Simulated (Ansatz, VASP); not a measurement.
# CuO in VASP and in Ansatz

File POSCAR:

```
CuO
1.0
    2.3398500000     -1.7384000000      0.0000000000
    2.3398500000      1.7384000000      0.0000000000
   -0.7694000000      0.0000000000      5.0611500000
Cu O
2 2
Direct
    0.0000000000      0.5000000000      0.0000000000
    0.5000000000      0.0000000000      0.5000000000
    0.5379000000      0.4621000000      0.2500000000
    0.4621000000      0.5379000000      0.7500000000
```

The input INCAR.step1:

```
PREC = Accurate
ENCUT = 520
ISMEAR = 0
SIGMA = 0.1
LREAL = False
LASPH = True
NELM = 150
ISPIN = 2
MAGMOM = 1 1 0 0
LMAXMIX = 4
NBANDS = 29
GGA = PE
ALGO = Normal
EDIFF = 1E-4
LWAVE = True
LCHARG = False
```

The input INCAR.step2:

```
PREC = Accurate
ENCUT = 520
EDIFF = 1E-6
ISMEAR = 0
SIGMA = 0.1
LREAL = False
LASPH = True
NELM = 150
ALGO = Normal
ISIF = 2
LWAVE = False
LCHARG = True
ISPIN = 2
MAGMOM = 1 1 0 0
LORBIT = 11
LMAXMIX = 4
METAGGA = R2SCAN
LMIXTAU = True
LELF = True
LVHAR = True
NBANDS = 29
ISTART = 1
```

File KPOINTS:

```
Automatic mesh
0
Gamma
  8 8 5
```

Input for Ansatz:

```yaml
crystal:
  lattice:
    - [2.33985, -1.7384, 0.0]
    - [2.33985, 1.7384, 0.0]
    - [-0.7694, 0.0, 5.06115]
  atoms:
    - { symbol: Cu, position: [0.0, 0.5, 0.0], spin: 1.0 }
    - { symbol: Cu, position: [0.5, 0.0, 0.5], spin: 1.0 }
    - { symbol: O, position: [0.5379, 0.4621, 0.25] }
    - { symbol: O, position: [0.4621, 0.5379, 0.75] }
magnetization:
  spin_polarized: true
hamiltonian:
  xc: r2scan
  pseudopotentials: { kind: paw }
basis:
  ecutwfc: 500
kpoints:
  mp_grid: { grid: [8, 8, 5] }
scf:
  occupations: { method: gaussian, width: 0.1 }
  lower_state_search: "off"
output:
  forces: true
  stress: true
```

Alike in both runs: task single point; functional r2SCAN; k mesh 8 × 8 × 5; occupations gaussian, width 0.1 eV; collinear spin.

|  | VASP | Ansatz |
| --- | --- | --- |
| version | VASP 6.6.1 | Ansatz 0.2.0 |
| potentials or method | VASP PAW PBE potentials, release 64 (Cu, O), cutoff 520 eV | PAW, plane waves, scalar-relativistic |
| valence electrons in the cell | 34 | 50 |

VASP gave:

```
pressure (GPa)                                                : 2.3
traceless stress, the component that is largest in VASP (GPa) : 4.56
rms of the force components (eV/Å)                            : 0.176
net moment per atom (μB)                                      : 0.00
size of the moment on the site where the two differ most (μB) : 0.00
```

Q: Estimate Ansatz's values.

A: Pressure (GPa): 2.6; traceless stress, the component that is largest in VASP (GPa): 5.81; rms of the force components (eV/Å): 0.175; net moment per atom (μB): 0.47; size of the moment on the site where the two differ most (μB): 0.62.

The net moments are unlike, so the other rows may belong to different states. VASP's potentials were made for PBE, not for r2SCAN. Site moments also hang on the region over which each program counts them. Atom by atom the forces differ by 0.000 eV/Å (rms over components). VASP's potentials hold 34 valence electrons a cell and Ansatz's 50, so a difference there can come from the potentials and not from the codes. Ansatz's warnings: stability check not made.
